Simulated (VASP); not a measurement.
Wanted: the native input for a VASP 6.6.1 run.

```yaml
Task: relaxation of cell and atoms
Functional: PBEsol
Potentials_or_basis: VASP PAW PBE potentials, release 64 (Hf_pv)
Cutoff: 500 eV
k_mesh: 7 × 7 × 7
Occupations: fermi-dirac, width 0.02 eV
Spin: no spin polarisation
Target_pressure: 2 GPa
Dipole_correction: no
Further_INCAR_settings: ALGO = Normal; EDIFF = 1e-07; IBRION = 2; EDIFFG = -0.05; NSW = 80; ISIF = 3
```

The structure of Hf lies in POSCAR:

```
Hf
1.0
   -1.8050000000      1.8050000000      1.8050000000
    1.8050000000     -1.8050000000      1.8050000000
    1.8050000000      1.8050000000     -1.8050000000
Hf
1
Direct
    0.0000000000      0.0000000000      0.0000000000
```

These files were run (other wordings do the same):

INCAR

```
SYSTEM = Hf
  PREC = Accurate
  ENCUT = 500
  EDIFF = 1E-7
  ISMEAR = -1
  SIGMA = 0.02
  LREAL = .FALSE.
  LASPH = .TRUE.
  NELM = 120
  ALGO = Normal
  ISIF = 3
  LWAVE = .FALSE.
  LCHARG = .FALSE.
  GGA = PS
  IBRION = 2
  NSW = 80
  EDIFFG = -0.05
  PSTRESS = 20.0
  GGA_COMPAT = .FALSE.
  NELMIN = 4
```

KPOINTS

```
regular mesh
0
G
  7 7 7
  0 0 0
```

Potentials or basis: VASP PAW PBE potentials, release 64 (Hf_pv).

Launch:

```sh
$ cat potpaw_PBE.64/Hf_pv/POTCAR > POTCAR
$ mpirun -np 1 vasp_std > vasp.out
```

Results of the run:

```yaml
Relaxed_volume: 21.30 Å³/atom
Relaxed_cell: a = 3.025 Å, b = 3.025 Å, c = 3.025 Å, α = 109.47°, β = 109.47°, γ = 109.47°
Space_group_after_relaxing_to_0.05_Å: Im-3m (No. 229)
Energy_change_on_relaxing_the_enthalpy_is_what_falls: -48.4 meV/atom
Ionic_steps: 4
Pressure_after_relaxing: 2.1 GPa
Band_gap_on_the_k_mesh: zero (band 5 reaches 6.27 eV, above the bottom of band 6 at 4.26 eV)
```

Caveat: the cell is relaxed towards a set pressure, so the enthalpy falls and the energy may rise; the PAW data sets were made with another functional, which shifts forces and pressure a little; spin-orbit coupling is left out, which moves the levels of the heavy elements.

Wall time 11 s on 1 thread of Intel(R) Xeon(R) Platinum 8259CL CPU @ 2.50GHz (Skylake/Cascade Lake), with other jobs on the host, peak memory 0.15 GiB.
